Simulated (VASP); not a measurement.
# KBr (I4/mmm) in VASP: a series of runs

The runs below take KBr through single point, with PBE.

Everything below comes from runs of VASP 6.6.1. Logs are shortened: lines on timing, memory, paths and dates and some standing lists are left out, and cuts for length are marked.

## Step 1: The cell of the first run

The structure is tetragonal, space group I4/mmm (No. 139). Conventional cell: a = 4.423 Å, b = 4.423 Å, c = 6.585 Å, α = 90.00°, β = 90.00°, γ = 90.00°. K (site symmetry 4/mmm) has 6 Br at 3.13 to 3.29 Å within 4.1 Å. Within 4.1 Å of Br (site symmetry 4/mmm) lie 6 K at 3.13 to 3.29 Å.

## Step 2: Single point, PBE (strain -0.050 along x and y, +0.000 along z)

The input, INCAR:

```
PREC = Accurate
ENCUT = 520
EDIFF = 1E-6
ISMEAR = 0
SIGMA = 0.05
LREAL = False
LASPH = True
NELM = 100
ALGO = Normal
ISIF = 2
LWAVE = False
LCHARG = True
GGA = PE
LELF = True
LVHAR = True
NBANDS = 15
```

The input, KPOINTS:

```
regular mesh
0
Gamma
  6 6 6
```

The input, POSCAR:

```
KBr
1.0
    0.0000000000      3.1278750000      3.2925000000
    3.1278750000      0.0000000000      3.2925000000
    3.1278750000      3.1278750000      0.0000000000
K Br
1 1
Direct
    0.0000000000      0.0000000000      0.0000000000
    0.5000000000      0.5000000000      0.5000000000
```

Potentials or basis: VASP PAW PBE potentials, release 64 (K_sv, Br).

Run with:

```
> cat potpaw_PBE.64/K_sv/POTCAR potpaw_PBE.64/Br/POTCAR > POTCAR
> mpirun -np 1 vasp_std > vasp.out
```

OUTCAR:

```text
PREC = Accurate
   ENCUT = 520
   EDIFF = 1E-6
   ISMEAR = 0
   LREAL = False
   LASPH = True
   NELM = 100
   ISIF = 2
   GGA = PE

 ion  position               nearest neighbor table
   1  0.000  0.000  0.000-   2 3.13   2 3.13   2 3.13   2 3.13   2 3.29   2 3.29
   2  0.500  0.500  0.500-   1 3.13   1 3.13   1 3.13   1 3.13   1 3.29   1 3.29

  LATTYP: Found a body centered tetragonal cell.
 ALAT       =     4.4234832464
 C/A-ratio  =     1.4886458551

  Lattice vectors:

 A1 = (  -3.1278750000,   0.0000000000,   3.2925000000)
 A2 = (   3.1278750000,   0.0000000000,   3.2925000000)
 A3 = (   0.0000000000,   3.1278750000,  -3.2925000000)

Analysis of symmetry for initial positions (statically):
=====================================================================
 Subroutine PRICEL returns:
 Original cell was already a primitive cell.

 Routine SETGRP: Setting up the symmetry group for a
 body centered tetragonal supercell.

 Subroutine GETGRP returns: Found 16 space group operations
 (whereof 16 operations were pure point group operations)
 out of a pool of 16 trial point group operations.

The static configuration has the point symmetry D_4h.

Analysis of symmetry for dynamics (positions and initial velocities):
=====================================================================
 Subroutine PRICEL returns:
 Original cell was already a primitive cell.

 Routine SETGRP: Setting up the symmetry group for a
 body centered tetragonal supercell.

 Subroutine GETGRP returns: Found 16 space group operations
 (whereof 16 operations were pure point group operations)
 out of a pool of 16 trial point group operations.

The dynamic configuration has the point symmetry D_4h.

 Subroutine INISYM returns: Found 16 space group operations
 (whereof 16 operations are pure point group operations),
 and found     1 'primitive' translations

----------------------------------------------------------------------------------------

                                     Primitive cell

  volume of cell :      64.4250

  direct lattice vectors                    reciprocal lattice vectors
     0.000000000  3.127875000  3.292500000    -0.159852935  0.159852935  0.151860289
     3.127875000  0.000000000  3.292500000     0.159852935 -0.159852935  0.151860289
     3.127875000  3.127875000  0.000000000     0.159852935  0.159852935 -0.151860289

  length of vectors
     4.541382858  4.541382858  4.423483246     0.272337051  0.272337051  0.272337051

  position of ions in fractional coordinates (direct lattice)
     0.000000000  0.000000000  0.000000000
     0.500000000  0.500000000  0.500000000

  ion indices of the primitive-cell ions
   primitive index   ion index
                 1           1
                 2           2

----------------------------------------------------------------------------------------

 KPOINTS: regular mesh

Automatic generation of k-mesh.
 Grid dimensions read from file:
 generate k-points for:    6    6    6

 Generating k-lattice:

  Cartesian coordinates                     Fractional coordinates (reciprocal lattice)
    -0.026642156  0.026642156  0.025310048     0.166666667  0.000000000  0.000000000
     0.026642156 -0.026642156  0.025310048     0.000000000  0.166666667  0.000000000
     0.026642156  0.026642156 -0.025310048     0.000000000  0.000000000  0.166666667

  Length of vectors
     0.045389508  0.045389508  0.045389508

  Shift w.r.t. Gamma in fractional coordinates (k-lattice)
     0.000000000  0.000000000  0.000000000

 Subroutine IBZKPT returns following result:
 ===========================================

 Found     30 irreducible k-points:

 Following reciprocal coordinates:
            Coordinates               Weight
  0.000000  0.000000  0.000000      1.000000
  0.166667 -0.000000  0.000000      8.000000
  0.333333  0.000000  0.000000      8.000000
  0.500000 -0.000000  0.000000      4.000000
  0.166667  0.166667  0.000000      2.000000
  0.333333  0.166667  0.000000      8.000000
[... 16 lines left out ...]
  0.333333  0.000000  0.333333      4.000000
  0.500000 -0.000000  0.333333     16.000000
 [... further k-points ...]
   k-points           NKPTS =     30   k-points in BZ     NKDIM =     30   number of bands    NBANDS=     15
   number of dos      NEDOS =    301   number of ions     NIONS =      2
   total plane-waves  NPLWV =  46656
   dimension x,y,z NGX =    36 NGY =   36 NGZ =   36
   dimension x,y,z NGXF=    72 NGYF=   72 NGZF=   72
   ions per type =               1   1
   NGX,Y,Z   is equivalent  to a cutoff of  13.18, 13.18, 13.53 a.u.
   NGXF,Y,Z  is equivalent  to a cutoff of  26.36, 26.36, 27.06 a.u.
 SYSTEM =  unknown system
   PREC   = accura    normal or accurate (medium, high low for compatibility)
   ISTART =      0    job   : 0-new  1-cont  2-samecut
   ICHARG =      2    charge: 1-file 2-atom 10-const
   ISPIN  =      1    spin polarized calculation?
   LNONCOLLINEAR =      F non collinear calculations
   LSORBIT =      F    spin-orbit coupling
   LASPH  =      T    aspherical Exc in radial PAW
   ENCUT  =  520.0 eV  38.22 Ry    6.18 a.u.   8.44  8.44  8.22*2*pi/ulx,y,z
   NELM   =    100;   NELMIN=  2; NELMDL= -5     # of ELM steps
   EDIFF  = 0.1E-05   stopping-criterion for ELM
   LREAL  =      F    real-space projection
   EDIFFG = 0.1E-04   stopping-criterion for IOM
   NSW    =      0    number of steps for IOM
   IBRION =     -1    ionic relax: 0-MD 1-quasi-New 2-CG
   NFREE  =      0    steps in history (QN), initial steepest desc. (CG)
   ISIF   =      2    stress and relaxation
   ISYM   =      2    0-nonsym 1-usesym 2-fastsym
   POTIM  = 0.5000    time-step for ionic-motion
   TEBEG  =    0.0;   TEEND  =   0.0 temperature during run
   PSTRESS=    0.0 pullay stress
   NELECT =      16.0000    total number of electrons
   NUPDOWN=      -1.0000    fix difference up-down
   EMIN   =  10.00;   EMAX   =-10.00  energy-range for DOS
   EFERMI =   0.00;   METHOD = LEGACY
   ISMEAR =     0;   SIGMA  =   0.05  broadening in eV -4-tet -1-fermi 0-gaus
   EFERMI_NEDOS =   21; number of points for ismear=-14 and -15
   IALGO  =     38    algorithm
   IMIX   =      4    mixing-type and parameters
     AMIX     =   0.40;   BMIX     =  1.00
     AMIX_MAG =   1.60;   BMIX_MAG =  1.00
  volume/ion in A,a.u.               =      32.21       217.38
  Fermi-wavevector in a.u.,A,eV,Ry     =   1.029035  1.944593 14.407375  1.058912
  Thomas-Fermi vector in A             =   2.163062
   LORBIT       =      0    0 simple, 1 ext, 2 COOP (PROOUT), +10 PAW based schemes
   GGA     = PE    functional components
   LHFCALC =     F    Hartree Fock is set to
   AEXX    =    0.0000 exact exchange contribution
   IVDW    =     0    specifies the selected vdW correction
   LEPSILON=     F    determine dielectric tensor
   LRPA    =     F    only Hartree local field effects (RPA)
 non-spin polarized calculation
 Gauss-broadening in eV      SIGMA  =   0.05
  energy-cutoff  :      520.00
  volume of cell :       64.43
 maximum number of plane-waves:      1761
 NGX is ok and might be reduce to    36
   NGX = 17   NGY = 17   NGZ = 17

 number of electron      15.9999999 magnetization

 Free energy of the ion-electron system (eV)
  ---------------------------------------------------
  ext. energy  EPLUGINS =         0.00000000
  ---------------------------------------------------
  free energy    TOTEN  =        -6.10996276 eV

  energy without entropy =       -6.10996276  energy(sigma->0) =       -6.10996276

 E-fermi :  -0.9366     XC(G=0):  -7.8150

 val. band max:       -1.2474064802   @ k =   0.0000   0.0000   0.0000
 cond. band min:       3.4695491823   @ k =   0.0000   0.0000   0.0000
 fundamental gap:      4.7169556625
 Fermi energy:        -0.9366319230

 k-point     1 :       0.0000    0.0000    0.0000
  band No.  band energies     occupation
      1     -28.8278      2.00000
      2     -13.7119      2.00000
      3     -12.3192      2.00000
      4     -12.3192      2.00000
      5     -12.3115      2.00000
      6      -1.3000      2.00000
      7      -1.2474      2.00000
      8      -1.2474      2.00000
      9       3.4695      0.00000
     10       6.1119      0.00000
     11       6.4575      0.00000
     12       6.4575      0.00000
     13       7.1345      0.00000
     14       7.3519      0.00000
     15      10.6174      0.00000

 k-point     2 :       0.1667   -0.0000    0.0000
  band No.  band energies     occupation
      1     -28.8252      2.00000
      2     -13.7778      2.00000
      3     -12.3187      2.00000
      4     -12.3170      2.00000
      5     -12.2256      2.00000
      6      -1.7073      2.00000
      7      -1.3997      2.00000
      8      -1.3687      2.00000
      9       4.1885      0.00000
     10       6.2058      0.00000
     11       6.6248      0.00000
     12       6.8065      0.00000
     13       7.5602      0.00000
     14       7.7986      0.00000
     15      11.6157      0.00000

 k-point     3 :       0.3333    0.0000    0.0000
  band No.  band energies     occupation
      1     -28.8200      2.00000
      2     -13.8912      2.00000
      3     -12.3252      2.00000
      4     -12.3176      2.00000
      5     -12.0579      2.00000
      6      -2.3954      2.00000
      7      -1.6145      2.00000
      8      -1.5934      2.00000
      9       5.2337      0.00000
     10       6.7183      0.00000
     11       7.5907      0.00000
     12       7.7539      0.00000
     13       8.6247      0.00000
     14       8.9151      0.00000
     15      10.7304      0.00000
[... 343 lines left out ...]
 k-point    23 :       0.3333    0.0000    0.3333
  band No.  band energies     occupation
      1     -28.8170      2.00000
      2     -13.7326      2.00000
      3     -12.3731      2.00000
      4     -12.3483      2.00000
      5     -12.2513      2.00000
      6      -2.2426      2.00000
      7      -1.5574      2.00000
      8      -1.5507      2.00000
      9       4.7801      0.00000
     10       5.6656      0.00000
     11       7.9950      0.00000
     12       8.9630      0.00000
     13       8.9990      0.00000
     14       9.1027      0.00000
     15      10.3136      0.00000

 k-point    24 :       0.5000   -0.0000    0.3333
  band No.  band energies     occupation
      1     -28.8145      2.00000
      2     -13.6885      2.00000
      3     -12.4108      2.00000
      4     -12.3603      2.00000
      5     -12.2791      2.00000
      6      -2.1859      2.00000
      7      -1.7796      2.00000
      8      -1.6402      2.00000
      9       4.9203      0.00000
     10       6.6124      0.00000
     11       8.0949      0.00000
     12       8.5491      0.00000
     13       9.0046      0.00000
     14       9.5151      0.00000
     15      10.2625      0.00000

 [... further k-points ...]

------------------------ aborting loop because EDIFF is reached ----------------------------------------

  FORCE on cell =-STRESS in cart. coord.  units (eV):
  Direction    XX          YY          ZZ          XY          YZ          ZX
  --------------------------------------------------------------------------------------
  -------------------------------------------------------------------------------------
  Total        1.6988855      1.6988855      0.6171923      0.0000000      0.0000000      0.0000000
  in kB       42.2493599     42.2493599     15.3488735      0.0000000      0.0000000      0.0000000
  external PRESSURE =      33.2825311 kB  Pullay stress =       0.0000000 kB

 VOLUME and BASIS-vectors are now :
 -----------------------------------------------------------------------------
  energy-cutoff  :      520.00
  volume of cell :       64.43
      direct lattice vectors                 reciprocal lattice vectors
     0.000000000  3.127875000  3.292500000    -0.159852935  0.159852935  0.151860289
     3.127875000  0.000000000  3.292500000     0.159852935 -0.159852935  0.151860289
     3.127875000  3.127875000  0.000000000     0.159852935  0.159852935 -0.151860289

 POSITION                                       TOTAL-FORCE (eV/Angst)
 -----------------------------------------------------------------------------------
      0.00000      0.00000      0.00000        -0.000000      0.000000     -0.000000
      3.12787      3.12787      3.29250         0.000000     -0.000000      0.000000
 -----------------------------------------------------------------------------------
    total drift:                                0.000000      0.000000      0.000000

  FREE ENERGIE OF THE ION-ELECTRON SYSTEM (eV)
  ---------------------------------------------------
  free  energy   TOTEN  =        -6.1099627572 eV

  energy  without entropy=       -6.1099627572  energy(sigma->0) =       -6.10996276
```

Wall time 39 s (1 thread of AMD EPYC 7R43 (Zen 3), shared host); peak memory 0.18 GiB.

What came out:

```yaml
Free_energy: -6.1100 eV
Pressure: 3.3 GPa
Band_gap_on_the_k_mesh: 4.72 eV, direct
```

Levels at points of the mesh, in eV from the valence-band top:
| k point | band 6 | band 7 | band 8 | band 9 | band 10 | band 11 |
| --- | --- | --- | --- | --- | --- | --- |
| (0.00, 0.00, 0.00) | -0.05 | 0.00 | 0.00 | 4.72 | 7.36 | 7.70 |
| (0.50, 0.00, 0.00) | -1.44 | -0.47 | -0.45 | 6.79 | 8.59 | 10.04 |
| (0.50, 0.50, 0.00) | -1.01 | -0.28 | -0.28 | 5.74 | 7.59 | 9.44 |
| (0.50, 0.00, 0.50) | -0.91 | -0.37 | -0.37 | 5.68 | 7.60 | 9.57 |

Caveat: the cell differs from its parent crystal (strain -0.050 along x and y, +0.000 along z).

## Step 3: Single point, PBE (strain -0.025 along x and y, -0.050 along z)

The input, INCAR:

```
ALGO = Normal
EDIFF = 1E-7
ENCUT = 520
GGA = PE
ISIF = 2
ISMEAR = 0
LASPH = T
LCHARG = F
LREAL = F
LWAVE = F
NBANDS = 15
NELM = 60
PREC = Accurate
SIGMA = 0.05
```

The input, KPOINTS:

```
k-points
0
Gamma
  6 6 6
```

The input, POSCAR:

```
KBr
1.0
    0.0000000000      3.2101875000      3.1278750000
    3.2101875000      0.0000000000      3.1278750000
    3.2101875000      3.2101875000      0.0000000000
K Br
1 1
Direct
    0.0000000000      0.0000000000      0.0000000000
    0.5000000000      0.5000000000      0.5000000000
```

Potentials or basis: VASP PAW PBE potentials, release 64 (K_sv, Br).

Run with:

```
> cat potpaw_PBE.64/K_sv/POTCAR potpaw_PBE.64/Br/POTCAR > POTCAR
> mpirun -np 1 vasp_std > vasp.out
```

OUTCAR:

```text
EDIFF = 1E-7
   ENCUT = 520
   GGA = PE
   ISIF = 2
   ISMEAR = 0
   LASPH = T
   LREAL = F
   NELM = 60
   PREC = Accurate

 ion  position               nearest neighbor table
   1  0.000  0.000  0.000-   2 3.13   2 3.13   2 3.21   2 3.21   2 3.21   2 3.21
   2  0.500  0.500  0.500-   1 3.13   1 3.13   1 3.21   1 3.21   1 3.21   1 3.21

  LATTYP: Found a body centered tetragonal cell.
 ALAT       =     4.5398907003
 C/A-ratio  =     1.3779516762

  Lattice vectors:

 A1 = (   0.0000000000,  -3.2101875000,  -3.1278750000)
 A2 = (   0.0000000000,   3.2101875000,  -3.1278750000)
 A3 = (   3.2101875000,   0.0000000000,   3.1278750000)

Analysis of symmetry for initial positions (statically):
=====================================================================
 Subroutine PRICEL returns:
 Original cell was already a primitive cell.

 Routine SETGRP: Setting up the symmetry group for a
 body centered tetragonal supercell.

 Subroutine GETGRP returns: Found 16 space group operations
 (whereof 16 operations were pure point group operations)
 out of a pool of 16 trial point group operations.

The static configuration has the point symmetry D_4h.

Analysis of symmetry for dynamics (positions and initial velocities):
[... 176 lines left out ...]
      8      -1.2499      2.00000
      9       3.4732      0.00000
     10       6.2757      0.00000
     11       6.2757      0.00000
     12       6.4512      0.00000
     13       7.1634      0.00000
     14       7.2985      0.00000
[... 401 lines left out ...]
      2     -13.6888      2.00000
      3     -12.4170      2.00000
      4     -12.3651      2.00000
      5     -12.2791      2.00000
      6      -2.2156      2.00000
      7      -1.7695      2.00000
      8      -1.6088      2.00000
      9       4.9532      0.00000
     10       6.6454      0.00000
     11       8.0514      0.00000
     12       8.4974      0.00000
     13       8.9144      0.00000
     14       9.5265      0.00000
     15      10.0964      0.00000

 [... further k-points ...]

------------------------ aborting loop because EDIFF is reached ----------------------------------------

  FORCE on cell =-STRESS in cart. coord.  units (eV):
  Direction    XX          YY          ZZ          XY          YZ          ZX
  --------------------------------------------------------------------------------------
  -------------------------------------------------------------------------------------
  Total        1.0733622      1.0733622      1.6916144      0.0000000      0.0000000      0.0000000
  in kB       26.6757526     26.6757526     42.0408779      0.0000000      0.0000000      0.0000000
  external PRESSURE =      31.7974610 kB  Pullay stress =       0.0000000 kB

 VOLUME and BASIS-vectors are now :
 -----------------------------------------------------------------------------
  energy-cutoff  :      520.00
  volume of cell :       64.47
      direct lattice vectors                 reciprocal lattice vectors
     0.000000000  3.210187500  3.127875000    -0.155754142  0.155754142  0.159852935
     3.210187500  0.000000000  3.127875000     0.155754142 -0.155754142  0.159852935
     3.210187500  3.210187500  0.000000000     0.155754142  0.155754142 -0.159852935

 POSITION                                       TOTAL-FORCE (eV/Angst)
 -----------------------------------------------------------------------------------
      0.00000      0.00000      0.00000         0.000000      0.000000      0.000000
      3.21019      3.21019      3.12787        -0.000000      0.000000      0.000000
 -----------------------------------------------------------------------------------
    total drift:                                0.000000      0.000000      0.000000

  FREE ENERGIE OF THE ION-ELECTRON SYSTEM (eV)
  ---------------------------------------------------
  free  energy   TOTEN  =        -6.1244658001 eV

  energy  without entropy=       -6.1244658001  energy(sigma->0) =       -6.12446580
```

stdout:

```text
POSCAR found type information on POSCAR K Br
 POSCAR found :  2 types and       2 ions
 scaLAPACK will be used
 LDA part: xc-table for (Slater+PW92), standard interpolation
 POSCAR, INCAR and KPOINTS ok, starting setup
 FFT: planning ... GRIDC
 FFT: planning ... GRID_SOFT
 FFT: planning ... GRID
 WAVECAR not read
 entering main loop
```

It took 36 s on 1 thread of AMD EPYC 7R43 (Zen 3), shared host; peak memory 0.17 GiB.

What came out:

```
Free energy            : -6.1245 eV
Pressure               : 3.2 GPa
Band gap on the k mesh : 4.72 eV, direct
```

Caveat: the cell differs from its parent crystal (strain -0.025 along x and y, -0.050 along z).
